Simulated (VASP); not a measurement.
# Ta (Im-3m) in VASP: a series of runs

The runs below take Ta through relaxation of cell and atoms, single point, with PBE.

Program: VASP 6.6.1. These are calculated values, not measurements. Logs are shortened: lines on timing, memory, paths and dates and some standing lists are left out, and cuts for length are marked.

## Step 1: The cell of the first run

The structure is cubic, space group Im-3m (No. 229). The conventional cell has a = 3.303 Å, b = 3.303 Å, c = 3.303 Å, α = 90.00°, β = 90.00°, γ = 90.00°. Within 3.8 Å of Ta (site symmetry m-3m) lie 14 Ta at 2.86 to 3.30 Å.

## Step 2: Relaxation of cell and atoms, PBE, target pressure 20.8 GPa, at which the enthalpy is minimised

The input, INCAR:

```
PREC     = Accurate       # precision mode
ENCUT    = 600            # plane-wave cutoff, eV
EDIFF    = 1E-7           # SCF threshold, eV
ISMEAR   = 0              # smearing method
SIGMA    = 0.1            # smearing width, eV
LREAL    = F              # projectors in reciprocal space
LASPH    = T              # aspherical terms in the spheres
NELM     = 60             # most SCF steps
ALGO     = Normal         # electronic algorithm
ISIF     = 3              # what is computed and relaxed
LWAVE    = F              # write WAVECAR
LCHARG   = F              # write CHGCAR
GGA      = PE             # functional
IBRION   = 2              # ionic algorithm
NSW      = 80             # ionic steps
EDIFFG   = -0.05          # ionic threshold
PSTRESS  = 208.0
```

The input, KPOINTS:

```
Automatic mesh
0
Gamma
  8 8 8
```

The input, POSCAR:

```
Ta
1.0
   -1.6512800000      1.6512800000      1.6512800000
    1.6512800000     -1.6512800000      1.6512800000
    1.6512800000      1.6512800000     -1.6512800000
Ta
1
Direct
    0.0000000000      0.0000000000      0.0000000000
```

Potentials or basis: VASP PAW PBE potentials, release 64 (Ta_pv).

Started as:

```sh
> cat potpaw_PBE.64/Ta_pv/POTCAR > POTCAR
> mpirun -np 1 vasp_std > vasp.out
```

OUTCAR:

```text
PREC = Accurate
   ENCUT = 600
   EDIFF = 1E-7
   ISMEAR = 0
   LREAL = F
   LASPH = T
   NELM = 60
   ISIF = 3
   GGA = PE
   IBRION = 2
   NSW = 80
   EDIFFG = -0.05
   PSTRESS = 208.0

 ion  position               nearest neighbor table
   1  0.000  0.000  0.000-

  LATTYP: Found a body centered cubic cell.
 ALAT       =     3.3025600000

  Lattice vectors:

 A1 = (  -1.6512800000,   1.6512800000,   1.6512800000)
 A2 = (   1.6512800000,  -1.6512800000,   1.6512800000)
 A3 = (   1.6512800000,   1.6512800000,  -1.6512800000)

Analysis of symmetry for initial positions (statically):
=====================================================================
 Subroutine PRICEL returns:
 Original cell was already a primitive cell.

 Routine SETGRP: Setting up the symmetry group for a
 body centered cubic supercell.

 Subroutine GETGRP returns: Found 48 space group operations
 (whereof 48 operations were pure point group operations)
 out of a pool of 48 trial point group operations.

The static configuration has the point symmetry O_h .

Analysis of symmetry for dynamics (positions and initial velocities):
=====================================================================
 Subroutine PRICEL returns:
 Original cell was already a primitive cell.

 Routine SETGRP: Setting up the symmetry group for a
 body centered cubic supercell.

 Subroutine GETGRP returns: Found 48 space group operations
 (whereof 48 operations were pure point group operations)
 out of a pool of 48 trial point group operations.

The dynamic configuration has the point symmetry O_h .

 Subroutine INISYM returns: Found 48 space group operations
 (whereof 48 operations are pure point group operations),
 and found     1 'primitive' translations

----------------------------------------------------------------------------------------

                                     Primitive cell

  volume of cell :      18.0104

  direct lattice vectors                    reciprocal lattice vectors
    -1.651280000  1.651280000  1.651280000     0.000000000  0.302795407  0.302795407
     1.651280000 -1.651280000  1.651280000     0.302795407  0.000000000  0.302795407
     1.651280000  1.651280000 -1.651280000     0.302795407  0.302795407  0.000000000

  length of vectors
     2.860100858  2.860100858  2.860100858     0.428217371  0.428217371  0.428217371

  position of ions in fractional coordinates (direct lattice)
     0.000000000  0.000000000  0.000000000

  ion indices of the primitive-cell ions
   primitive index   ion index
                 1           1

----------------------------------------------------------------------------------------

 KPOINTS: Automatic mesh

Automatic generation of k-mesh.
 Grid dimensions read from file:
 generate k-points for:    8    8    8

 Generating k-lattice:

  Cartesian coordinates                     Fractional coordinates (reciprocal lattice)
     0.000000000  0.037849426  0.037849426     0.125000000  0.000000000  0.000000000
     0.037849426  0.000000000  0.037849426     0.000000000  0.125000000  0.000000000
     0.037849426  0.037849426  0.000000000     0.000000000  0.000000000  0.125000000

  Length of vectors
     0.053527171  0.053527171  0.053527171

  Shift w.r.t. Gamma in fractional coordinates (k-lattice)
     0.000000000  0.000000000  0.000000000

 Subroutine IBZKPT returns following result:
 ===========================================

 Found     29 irreducible k-points:

 Following reciprocal coordinates:
            Coordinates               Weight
  0.000000  0.000000  0.000000      1.000000
  0.125000  0.000000  0.000000     12.000000
  0.250000  0.000000  0.000000     12.000000
  0.375000  0.000000  0.000000     12.000000
  0.500000  0.000000  0.000000      6.000000
  0.125000  0.125000  0.000000     24.000000
[... 16 lines left out ...]
 -0.250000  0.250000  0.250000      6.000000
 -0.375000  0.375000  0.250000     24.000000
 [... further k-points ...]
   k-points           NKPTS =     29   k-points in BZ     NKDIM =     29   number of bands    NBANDS=      9
   number of dos      NEDOS =    301   number of ions     NIONS =      1
   total plane-waves  NPLWV =  13824
   dimension x,y,z NGX =    24 NGY =   24 NGZ =   24
   dimension x,y,z NGXF=    48 NGYF=   48 NGZF=   48
   ions per type =               1
   NGX,Y,Z   is equivalent  to a cutoff of  13.95, 13.95, 13.95 a.u.
   NGXF,Y,Z  is equivalent  to a cutoff of  27.90, 27.90, 27.90 a.u.
 SYSTEM =  unknown system
   PREC   = accura    normal or accurate (medium, high low for compatibility)
   ISTART =      0    job   : 0-new  1-cont  2-samecut
   ICHARG =      2    charge: 1-file 2-atom 10-const
   ISPIN  =      1    spin polarized calculation?
   LNONCOLLINEAR =      F non collinear calculations
   LSORBIT =      F    spin-orbit coupling
   LASPH  =      T    aspherical Exc in radial PAW
   ENCUT  =  600.0 eV  44.10 Ry    6.64 a.u.   5.71  5.71  5.71*2*pi/ulx,y,z
   NELM   =     60;   NELMIN=  2; NELMDL= -5     # of ELM steps
   EDIFF  = 0.1E-06   stopping-criterion for ELM
   LREAL  =      F    real-space projection
   EDIFFG = -.5E-01   stopping-criterion for IOM
   NSW    =     80    number of steps for IOM
   IBRION =      2    ionic relax: 0-MD 1-quasi-New 2-CG
   NFREE  =      1    steps in history (QN), initial steepest desc. (CG)
   ISIF   =      3    stress and relaxation
   ISYM   =      2    0-nonsym 1-usesym 2-fastsym
   POTIM  = 0.5000    time-step for ionic-motion
   TEBEG  =    0.0;   TEEND  =   0.0 temperature during run
   PSTRESS=  208.0 pullay stress
   NELECT =      11.0000    total number of electrons
   NUPDOWN=      -1.0000    fix difference up-down
   EMIN   =  10.00;   EMAX   =-10.00  energy-range for DOS
   EFERMI =   0.00;   METHOD = LEGACY
   ISMEAR =     0;   SIGMA  =   0.10  broadening in eV -4-tet -1-fermi 0-gaus
   EFERMI_NEDOS =   21; number of points for ismear=-14 and -15
   IALGO  =     38    algorithm
   IMIX   =      4    mixing-type and parameters
     AMIX     =   0.40;   BMIX     =  1.00
     AMIX_MAG =   1.60;   BMIX_MAG =  1.00
  volume/ion in A,a.u.               =      18.01       121.54
  Fermi-wavevector in a.u.,A,eV,Ry     =   1.388988  2.624806 26.249534  1.929286
  Thomas-Fermi vector in A             =   2.513061
   LORBIT       =      0    0 simple, 1 ext, 2 COOP (PROOUT), +10 PAW based schemes
   GGA     = PE    functional components
   LHFCALC =     F    Hartree Fock is set to
   AEXX    =    0.0000 exact exchange contribution
   IVDW    =     0    specifies the selected vdW correction
   LEPSILON=     F    determine dielectric tensor
   LRPA    =     F    only Hartree local field effects (RPA)
 conjugate gradient relaxation of ions
 non-spin polarized calculation
 Gauss-broadening in eV      SIGMA  =   0.10
  energy-cutoff  :      600.00
  volume of cell :       18.01
 maximum number of plane-waves:       614
   NGX = 11   NGY = 11   NGZ = 11

--------------------------------------- Ionic step        1  -------------------------------------------

 number of electron      11.0000002 magnetization

 Free energy of the ion-electron system (eV)
  ---------------------------------------------------
  ext. energy  EPLUGINS =         0.00000000
  ---------------------------------------------------
  free energy    TOTEN  =       -11.83627715 eV

  energy without entropy =      -11.83252263  energy(sigma->0) =      -11.83439989

------------------------ aborting loop because EDIFF is reached ----------------------------------------

  FORCE on cell =-STRESS in cart. coord.  units (eV):
  Direction    XX          YY          ZZ          XY          YZ          ZX
  --------------------------------------------------------------------------------------
  -------------------------------------------------------------------------------------
  Total        0.1287658      0.1287658      0.1287658     -0.0000000      0.0000000      0.0000000
  in kB       11.4548355     11.4548355     11.4548355     -0.0000000      0.0000000      0.0000000
  external PRESSURE =    -196.5451645 kB  Pullay stress =     208.0000000 kB
[... 133 lines left out ...]
  enthalpy is  TOTEN    =        -9.5877416009 eV   P V=        2.1642444689

--------------------------------------- Ionic step        5  -------------------------------------------

 number of electron      10.9999999 magnetization

 Free energy of the ion-electron system (eV)
  ---------------------------------------------------
  ext. energy  EPLUGINS =         0.00000000
  ---------------------------------------------------
  free energy    TOTEN  =       -11.74822059 eV

  energy without entropy =      -11.74498144  energy(sigma->0) =      -11.74660101

 E-fermi :   6.0844     XC(G=0): -13.0265

 val. band max:        6.0115941246   @ k =   0.2500   0.0000   0.0000
 cond. band min:       6.1230150128   @ k =  -0.2500   0.2500   0.1250
 fundamental gap:      0.1114208882
 Fermi energy:         6.0844075451

 k-point     1 :       0.0000    0.0000    0.0000
  band No.  band energies     occupation
      1     -26.5983      2.00000
      2     -26.5983      2.00000
      3     -26.5983      2.00000
      4      -2.0656      2.00000
      5       6.8773      0.00000
      6       6.8773      0.00000
      7       6.8773      0.00000
      8      10.4378      0.00000
      9      10.4378      0.00000
[... 265 lines left out ...]
 k-point    24 :      -0.3750    0.3750    0.2500
  band No.  band energies     occupation
      1     -27.7305      2.00000
      2     -27.2955      2.00000
      3     -27.1619      2.00000
      4       3.1448      2.00000
      5       3.8938      2.00000
      6       7.4851      0.00000
      7       8.2468      0.00000
      8      12.0697      0.00000
      9      12.2898      0.00000

 [... further k-points ...]
[... 5 lines left out ...]
  --------------------------------------------------------------------------------------
  -------------------------------------------------------------------------------------
  Total        2.1604618      2.1604618      2.1604618     -0.0000000     -0.0000000      0.0000000
  in kB      208.0030205    208.0030205    208.0030205     -0.0000000     -0.0000000      0.0000000
  external PRESSURE =       0.0030205 kB  Pullay stress =     208.0000000 kB
[... 16 lines left out ...]
  FREE ENERGIE OF THE ION-ELECTRON SYSTEM (eV)
  ---------------------------------------------------
  free  energy   TOTEN  =       -11.7482205879 eV

  energy  without entropy=      -11.7449814392  energy(sigma->0) =      -11.74660101

  enthalpy is  TOTEN    =        -9.5877901125 eV   P V=        2.1604304754

 reached required accuracy - stopping structural energy minimisation
```

Run time: 28 s. Hardware: 1 thread of Intel Xeon 6975P-C, shared host; peak memory 0.15 GiB.

Results:

* Free energy: -11.7482 eV
* Relaxed volume: 16.64 Å³/atom
* Relaxed cell: a = 2.786 Å, b = 2.786 Å, c = 2.786 Å, α = 109.47°, β = 109.47°, γ = 109.47°
* Space group after relaxing (to 0.05 Å): Im-3m (No. 229)
* Energy change on relaxing (the enthalpy is what falls): +88.1 meV/atom
* Ionic steps: 5
* Pressure after relaxing: 20.8 GPa

Step by step:
| step | energy change (eV) | largest force (eV/Å) | pressure (GPa) | volume (Å³) |
| --- | --- | --- | --- | --- |
| 1 | 0.0000 | 0.0000 | 1.15 | 18.01 |
| 2 | 1.7196 | 0.0000 | 138.02 | 12.84 |
| 3 | 0.0707 | 0.0000 | 18.37 | 16.78 |
| 4 | 0.0843 | 0.0000 | 20.29 | 16.67 |
| 5 | 0.0881 | 0.0000 | 20.80 | 16.64 |

Final structure:
```yaml
crystal:
  lattice:
    - [-1.60833, 1.60833, 1.60833]
    - [1.60833, -1.60833, 1.60833]
    - [1.60833, 1.60833, -1.60833]
  atoms:
    - { symbol: Ta, position: [0.00000, 0.00000, 0.00000] }
```

Levels at points of the mesh, in eV from the Fermi level:
```tsv
k point	band 3	band 4	band 5	band 6	band 7	band 8
(0.00, 0.00, 0.00)	-32.68	-8.15	0.79	0.79	0.79	4.35
(0.50, 0.00, 0.00)	-32.70	-4.68	-1.73	2.05	4.30	5.42
(0.50, 0.50, 0.50)	-33.73	-4.24	-4.24	7.57	7.57	7.57
```

Caveat: the cell is relaxed towards a set pressure, so the enthalpy falls and the energy may rise; spin-orbit coupling is left out, which moves the levels of the heavy elements.

(Part 1 of 2 ends here.)
